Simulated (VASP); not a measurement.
# Ba (Pm-3m) in VASP: single point with PBE

Aim: the single point of Ba with PBE.

Program: VASP 6.6.1. These are calculated values, not measurements. Logs are shortened: lines on timing, memory, paths and dates and some standing lists are left out, and cuts for length are marked.

### 1 The cell of the first run

The structure is cubic, space group Pm-3m (No. 221). The conventional cell has a = 4.006 Å, b = 4.006 Å, c = 4.006 Å, α = 90.00°, β = 90.00°, γ = 90.00°. Within 5.3 Å of Ba (site symmetry m-3m) lie 6 Ba at 4.01 Å.

### 2 Single point, PBE

INCAR

```
SYSTEM = Ba
PREC = Accurate
ENCUT = 520
EDIFF = 1E-6
ISMEAR = 1
SIGMA = 0.1
LREAL = .False.
LASPH = .True.
NELM = 80
ALGO = Normal
ISIF = 2
LWAVE = .False.
LCHARG = .False.
GGA = PE
NBANDS = 11
```

KPOINTS

```
Automatic mesh
0
Gamma
  6 6 6
  0 0 0
```

POSCAR

```
Ba
1.0
    4.0060000000      0.0000000000      0.0000000000
    0.0000000000      4.0060000000      0.0000000000
    0.0000000000      0.0000000000      4.0060000000
Ba
1
Direct
    0.5000000000      0.5000000000      0.5000000000
```

Potentials or basis: VASP PAW PBE potentials, release 64 (Ba_sv).

Run with:

```bash
$ cat potpaw_PBE.64/Ba_sv/POTCAR > POTCAR
$ mpirun -np 1 vasp_std > vasp.out
```

OUTCAR:

```text
SYSTEM = Ba
   PREC = Accurate
   ENCUT = 520
   EDIFF = 1E-6
   ISMEAR = 1
   LREAL = .False.
   LASPH = .True.
   NELM = 80
   ISIF = 2
   GGA = PE

 ion  position               nearest neighbor table
   1  0.500  0.500  0.500-

  LATTYP: Found a simple cubic cell.
 ALAT       =     4.0060000000

  Lattice vectors:

 A1 = (   4.0060000000,   0.0000000000,   0.0000000000)
 A2 = (   0.0000000000,   4.0060000000,   0.0000000000)
 A3 = (   0.0000000000,   0.0000000000,   4.0060000000)

Analysis of symmetry for initial positions (statically):
=====================================================================
 Subroutine PRICEL returns:
 Original cell was already a primitive cell.

 Routine SETGRP: Setting up the symmetry group for a
 simple cubic supercell.

 Subroutine GETGRP returns: Found 48 space group operations
 (whereof 48 operations were pure point group operations)
 out of a pool of 48 trial point group operations.

The static configuration has the point symmetry O_h .

Analysis of symmetry for dynamics (positions and initial velocities):
=====================================================================
 Subroutine PRICEL returns:
 Original cell was already a primitive cell.

 Routine SETGRP: Setting up the symmetry group for a
 simple cubic supercell.

 Subroutine GETGRP returns: Found 48 space group operations
 (whereof 48 operations were pure point group operations)
 out of a pool of 48 trial point group operations.

The dynamic configuration has the point symmetry O_h .

 Subroutine INISYM returns: Found 48 space group operations
 (whereof 48 operations are pure point group operations),
 and found     1 'primitive' translations

----------------------------------------------------------------------------------------

                                     Primitive cell

  volume of cell :      64.2884

  direct lattice vectors                    reciprocal lattice vectors
     4.006000000  0.000000000  0.000000000     0.249625562  0.000000000  0.000000000
     0.000000000  4.006000000  0.000000000     0.000000000  0.249625562  0.000000000
     0.000000000  0.000000000  4.006000000     0.000000000  0.000000000  0.249625562

  length of vectors
     4.006000000  4.006000000  4.006000000     0.249625562  0.249625562  0.249625562

  position of ions in fractional coordinates (direct lattice)
     0.500000000  0.500000000  0.500000000

  ion indices of the primitive-cell ions
   primitive index   ion index
                 1           1

----------------------------------------------------------------------------------------

 KPOINTS: Automatic mesh

Automatic generation of k-mesh.
 Grid dimensions read from file:
 generate k-points for:    6    6    6

 Generating k-lattice:

  Cartesian coordinates                     Fractional coordinates (reciprocal lattice)
     0.041604260  0.000000000  0.000000000     0.166666667  0.000000000  0.000000000
     0.000000000  0.041604260  0.000000000     0.000000000  0.166666667  0.000000000
     0.000000000  0.000000000  0.041604260     0.000000000  0.000000000  0.166666667

  Length of vectors
     0.041604260  0.041604260  0.041604260

  Shift w.r.t. Gamma in fractional coordinates (k-lattice)
     0.000000000  0.000000000  0.000000000

 Subroutine IBZKPT returns following result:
 ===========================================

 Found     20 irreducible k-points:

 Following reciprocal coordinates:
            Coordinates               Weight
  0.000000  0.000000  0.000000      1.000000
  0.166667  0.000000  0.000000      6.000000
  0.333333  0.000000  0.000000      6.000000
  0.500000  0.000000  0.000000      3.000000
  0.166667  0.166667  0.000000     12.000000
  0.333333  0.166667  0.000000     24.000000
[... 12 lines left out ...]
  0.500000  0.500000  0.333333      6.000000
  0.500000  0.500000  0.500000      1.000000
   k-points           NKPTS =     20   k-points in BZ     NKDIM =     20   number of bands    NBANDS=     11
   number of dos      NEDOS =    301   number of ions     NIONS =      1
   total plane-waves  NPLWV =  27000
   dimension x,y,z NGX =    30 NGY =   30 NGZ =   30
   dimension x,y,z NGXF=    60 NGYF=   60 NGZF=   60
   ions per type =               1
   NGX,Y,Z   is equivalent  to a cutoff of  12.45, 12.45, 12.45 a.u.
   NGXF,Y,Z  is equivalent  to a cutoff of  24.90, 24.90, 24.90 a.u.
 SYSTEM =  Ba
   PREC   = accura    normal or accurate (medium, high low for compatibility)
   ISTART =      0    job   : 0-new  1-cont  2-samecut
   ICHARG =      2    charge: 1-file 2-atom 10-const
   ISPIN  =      1    spin polarized calculation?
   LNONCOLLINEAR =      F non collinear calculations
   LSORBIT =      F    spin-orbit coupling
   LASPH  =      T    aspherical Exc in radial PAW
   ENCUT  =  520.0 eV  38.22 Ry    6.18 a.u.   7.45  7.45  7.45*2*pi/ulx,y,z
   NELM   =     80;   NELMIN=  2; NELMDL= -5     # of ELM steps
   EDIFF  = 0.1E-05   stopping-criterion for ELM
   LREAL  =      F    real-space projection
   EDIFFG = 0.1E-04   stopping-criterion for IOM
   NSW    =      0    number of steps for IOM
   IBRION =     -1    ionic relax: 0-MD 1-quasi-New 2-CG
   NFREE  =      0    steps in history (QN), initial steepest desc. (CG)
   ISIF   =      2    stress and relaxation
   ISYM   =      2    0-nonsym 1-usesym 2-fastsym
   POTIM  = 0.5000    time-step for ionic-motion
   TEBEG  =    0.0;   TEEND  =   0.0 temperature during run
   PSTRESS=    0.0 pullay stress
   NELECT =      10.0000    total number of electrons
   NUPDOWN=      -1.0000    fix difference up-down
   EMIN   =  10.00;   EMAX   =-10.00  energy-range for DOS
   EFERMI =   0.00;   METHOD = LEGACY
   ISMEAR =     1;   SIGMA  =   0.10  broadening in eV -4-tet -1-fermi 0-gaus
   EFERMI_NEDOS =   21; number of points for ismear=-14 and -15
   IALGO  =     38    algorithm
   IMIX   =      4    mixing-type and parameters
     AMIX     =   0.40;   BMIX     =  1.00
     AMIX_MAG =   1.60;   BMIX_MAG =  1.00
  volume/ion in A,a.u.               =      64.29       433.84
  Fermi-wavevector in a.u.,A,eV,Ry     =   0.880435  1.663781 10.546767  0.775166
  Thomas-Fermi vector in A             =   2.000795
   LORBIT       =      0    0 simple, 1 ext, 2 COOP (PROOUT), +10 PAW based schemes
   GGA     = PE    functional components
   LHFCALC =     F    Hartree Fock is set to
   AEXX    =    0.0000 exact exchange contribution
   IVDW    =     0    specifies the selected vdW correction
   LEPSILON=     F    determine dielectric tensor
   LRPA    =     F    only Hartree local field effects (RPA)
 non-spin polarized calculation
 Methfessel and Paxton  Order N= 1 SIGMA  =   0.10
  energy-cutoff  :      520.00
  volume of cell :       64.29
 maximum number of plane-waves:      1755
 NGX is ok and might be reduce to    30
   NGX = 15   NGY = 15   NGZ = 15

 number of electron      10.0000000 magnetization

 number of electron       9.9999999 magnetization

 Free energy of the ion-electron system (eV)
  ---------------------------------------------------
  ext. energy  EPLUGINS =         0.00000000
  ---------------------------------------------------
  free energy    TOTEN  =        -1.58507470 eV

  energy without entropy =       -1.58522166  energy(sigma->0) =       -1.58512369

 E-fermi :   1.6137     XC(G=0):  -7.3249

 val. band max:        1.5846515273   @ k =   0.0000   0.0000   0.0000
 cond. band min:       1.7028401958   @ k =   0.5000   0.1667   0.0000
 fundamental gap:      0.1181886685
 Fermi energy:         1.6137022826

 k-point     1 :       0.0000    0.0000    0.0000
  band No.  band energies     occupation
      1     -27.6900      2.00000
      2     -12.5617      2.00000
      3     -12.5617      2.00000
      4     -12.5617      2.00000
      5      -1.0554      2.00000
      6       1.5847      1.46945
      7       1.5847      1.46945
      8       6.1753      0.00000
      9       6.1753      0.00000
     10       6.1753      0.00000
     11       8.8686      0.00000

 k-point     2 :       0.1667    0.0000    0.0000
  band No.  band energies     occupation
      1     -27.6776      2.00000
      2     -12.7291      2.00000
      3     -12.5473      2.00000
      4     -12.5473      2.00000
      5      -0.6796      2.00000
      6       1.7045     -0.02553
      7       1.9538     -0.00002
      8       5.3859      0.00000
      9       5.3859      0.00000
     10       6.2332      0.00000
     11       7.6197      0.00000

 k-point     3 :       0.3333    0.0000    0.0000
  band No.  band energies     occupation
      1     -27.6526      2.00000
      2     -13.0421      2.00000
      3     -12.5182      2.00000
      4     -12.5182      2.00000
      5       0.1630      2.00000
      6       1.9756     -0.00000
      7       2.4448     -0.00000
      8       4.4202      0.00000
      9       4.4202      0.00000
     10       6.3546      0.00000
     11       6.9932      0.00000

 k-point     4 :       0.5000    0.0000    0.0000
  band No.  band energies     occupation
      1     -27.6400      2.00000
      2     -13.1892      2.00000
      3     -12.5034      2.00000
      4     -12.5034      2.00000
      5       0.7818      2.00000
      6       2.1321     -0.00000
      7       2.2173     -0.00000
      8       4.0568      0.00000
      9       4.0568      0.00000
     10       6.4185      0.00000
     11       7.9839      0.00000
[... 183 lines left out ...]
 k-point    18 :       0.5000    0.3333    0.3333
  band No.  band energies     occupation
      1     -27.5680      2.00000
      2     -13.0592      2.00000
      3     -12.9078      2.00000
      4     -12.8959      2.00000
      5       1.3184      2.00024
      6       1.9353     -0.00005
      7       2.2063     -0.00000
      8       4.8762      0.00000
      9       5.0599      0.00000
     10       6.8445      0.00000
     11       7.1272      0.00000

 k-point    19 :       0.5000    0.5000    0.3333
  band No.  band energies     occupation
      1     -27.5560      2.00000
      2     -13.0379      2.00000
      3     -13.0379      2.00000
      4     -12.8826      2.00000
      5       1.2114      2.00000
      6       1.8999     -0.00039
      7       1.8999     -0.00039
      8       5.0449      0.00000
      9       6.1682      0.00000
     10       7.4657      0.00000
     11       7.4658      0.00000

 k-point    20 :       0.5000    0.5000    0.5000
  band No.  band energies     occupation
      1     -27.5440      2.00000
      2     -13.0171      2.00000
      3     -13.0171      2.00000
      4     -13.0171      2.00000
      5       1.5075      2.06091
      6       1.5075      2.06091
      7       1.5075      2.06091
      8       5.4045      0.00000
      9       7.7178      0.00000
     10       7.7202      0.00000
     11       7.8895      0.00000

------------------------ aborting loop because EDIFF is reached ----------------------------------------

  FORCE on cell =-STRESS in cart. coord.  units (eV):
  Direction    XX          YY          ZZ          XY          YZ          ZX
  --------------------------------------------------------------------------------------
  -------------------------------------------------------------------------------------
  Total       -0.1423140     -0.1423140     -0.1423140      0.0000000      0.0000000      0.0000000
  in kB       -3.5467087     -3.5467087     -3.5467087      0.0000000      0.0000000      0.0000000
  external PRESSURE =      -3.5467087 kB  Pullay stress =       0.0000000 kB

 VOLUME and BASIS-vectors are now :
 -----------------------------------------------------------------------------
  energy-cutoff  :      520.00
  volume of cell :       64.29
      direct lattice vectors                 reciprocal lattice vectors
     4.006000000  0.000000000  0.000000000     0.249625562  0.000000000  0.000000000
     0.000000000  4.006000000  0.000000000     0.000000000  0.249625562  0.000000000
     0.000000000  0.000000000  4.006000000     0.000000000  0.000000000  0.249625562

 POSITION                                       TOTAL-FORCE (eV/Angst)
 -----------------------------------------------------------------------------------
      2.00300      2.00300      2.00300         0.000000      0.000000      0.000000
 -----------------------------------------------------------------------------------
    total drift:                                0.000000      0.000000      0.000000

  FREE ENERGIE OF THE ION-ELECTRON SYSTEM (eV)
  ---------------------------------------------------
  free  energy   TOTEN  =        -1.5850747034 eV

  energy  without entropy=       -1.5852216629  energy(sigma->0) =       -1.58512369
```

Run time: 9.2 s. Hardware: 1 thread of Intel Xeon 6975P-C (Granite Rapids), shared host; peak memory 0.16 GiB.

What came out:

* Free energy: -1.5851 eV
* Pressure: -0.4 GPa
* Band gap on the k mesh: zero (band 5 reaches 1.58 eV, above the bottom of band 6 at 1.51 eV)

Levels at points of the mesh, in eV from the Fermi level:
```
           k point  band 3  band 4  band 5  band 6  band 7  band 8
(0.00, 0.00, 0.00)  -14.18  -14.18   -2.67   -0.03   -0.03    4.56
(0.50, 0.00, 0.00)  -14.12  -14.12   -0.83    0.52    0.60    2.44
(0.50, 0.50, 0.00)  -14.71  -14.06   -1.02    0.55    2.91    2.91
(0.50, 0.50, 0.50)  -14.63  -14.63   -0.11   -0.11   -0.11    3.79
```

Caveat: spin-orbit coupling is left out, which moves the levels of the heavy elements.
